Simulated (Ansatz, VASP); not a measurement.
**One calculation of Os2PdF, two programs**

```xyz
4
Lattice="2.0355 1.1752 4.2663 -2.0355 1.1752 4.2663 0.0000 -2.3504 4.2663" Properties=species:S:1:pos:R:3 pbc="T T T"
Pd    0.0000    0.0000    0.0000
Os    0.0000    0.0000   10.2234
Os    0.0000    0.0000    2.5754
F     0.0000    0.0000    6.3994
```

Alike in both runs: functional PBE; k mesh 6 × 6 × 6; occupations gaussian, width 0.1 eV; collinear spin.

Ansatz relaxed the structure, and its values are those at the end. VASP's run is a single point on that final structure, the one shown.

|  | VASP | Ansatz |
| --- | --- | --- |
| version | VASP 6.6.1 | Ansatz 0.2.0 |
| potentials or method | VASP PAW PBE potentials, release 64 (Pd, Os, F), cutoff 520 eV | scalar-relativistic, plane waves, PAW |
| valence electrons in the cell | 33 | 57 |

```tsv
	VASP	Ansatz	Ansatz less VASP
gap on the k mesh at the Fermi level (eV)	none	none	-
pressure (GPa)	-0.4	-0.1	+0.33
rms of the force components (eV/Å)	0.017	0.002	-0.0144
net moment per atom (μB)	0.00	0.00	0.000
```

A gap of «none» marks a metal or a gap that the smearing closes. VASP's potentials hold 33 valence electrons a cell and Ansatz's 57, so a difference there can come from the potentials and not from the codes. Ansatz's warnings: seeded moment not kept.

Spin-orbit coupling is off throughout.
